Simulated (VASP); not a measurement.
Ge3Pd: single point with PBE

Ge3Pd:

```xyz
4
Lattice="4.0575 0.0000 0.0000 0.0000 4.0575 0.0000 0.0000 0.0000 4.0575" Properties=species:S:1:pos:R:3 pbc="T T T"
Pd    0.0000    0.0000    0.0000
Ge    2.0287    2.0287    0.0000
Ge    2.0287    0.0000    2.0287
Ge    0.0000    2.0287    2.0287
```

- Program: VASP 6.6.1
- Task: single point
- Functional: PBE
- Potentials or basis: VASP PAW PBE potentials, release 64 (Pd, Ge_d)
- Cutoff: 520 eV
- k mesh: 7 × 7 × 7
- Occupations: fermi-dirac, width 0.05 eV
- Spin: no spin polarisation
- Dipole correction: no
- Further INCAR settings: ALGO = Normal; EDIFF = 1e-07; NBANDS = 34

```json
{
 "Pressure": "6.2 GPa",
 "Band gap on the k mesh": "zero (bands 26 and 27 overlap by 1.73 eV)"
}
```

Levels at points of the mesh, in eV from the Fermi level:
```tsv
k point	band 23	band 24	band 25	band 26	band 27	band 28	band 29	band 30
(0.00, 0.00, 0.00)	-2.93	-2.93	-1.54	-1.54	0.76	3.05	3.05	3.05
```

It took 20 s on 1 thread of Intel(R) Xeon(R) 6975P-C (Granite Rapids) (shared host), peak memory 0.18 GiB.

Caveat: the cell stands under pressure.
